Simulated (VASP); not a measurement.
SiC:

```
Si C
1.0
     3.07600    0.00000    0.00000
    -1.53800    2.66389    0.00000
     0.00000    0.00000    5.04800
Si C
2 2
Direct
  0.33333 0.66667 0.00000
  0.66667 0.33333 0.50000
  0.33333 0.66667 0.38500
  0.66667 0.33333 0.88500
```

| Quantity | Value |
| --- | --- |
| Program | VASP 6.6.1 |
| Task | relaxation of cell and atoms |
| Functional | PBEsol |
| Potentials or basis | VASP PAW PBE potentials, release 64 (Si, C) |
| Cutoff | 600 eV |
| k mesh | 14 × 14 × 8 |
| Occupations | fermi-dirac, width 0.1 eV |
| Spin | no spin polarisation |

At the start: pressure 0.5 GPa; volume 10.34 Å³/atom.

Problem. Where does the relaxation end?

Solution. Over 7 steps the energy falls by 9.0 meV/atom and the volume is 10.35 Å³/atom (+0.1 %); space group P6_3mc (No. 186, to 0.05 Å).

Step by step:
| step | energy change (eV) | largest force (eV/Å) | pressure (GPa) | volume (Å³) |
| --- | --- | --- | --- | --- |
| 1 | 0.0000 | 0.7510 | 0.48 | 41.36 |
| 2 | -0.0027 | 0.6809 | -0.53 | 41.55 |
| 3 | -0.0330 | 0.0717 | -0.34 | 41.46 |
| 4 | -0.0360 | 0.0152 | 0.27 | 41.35 |
| 5 | -0.0361 | 0.0040 | 0.19 | 41.37 |
| 6 | -0.0361 | 0.0050 | -0.15 | 41.43 |
| 7 | -0.0361 | 0.0011 | 0.00 | 41.40 |

Final structure:
```
CELL_PARAMETERS angstrom
3.07694 0.00000 0.00000
-1.53847 2.66470 0.00000
0.00000 0.00000 5.04954
ATOMIC_POSITIONS crystal
Si 0.33333 0.66667 0.00459
Si 0.66667 0.33333 0.50459
C 0.33333 0.66667 0.38041
C 0.66667 0.33333 0.88041
```

Caveat: the PAW data sets were made with another functional, which shifts forces and pressure a little.
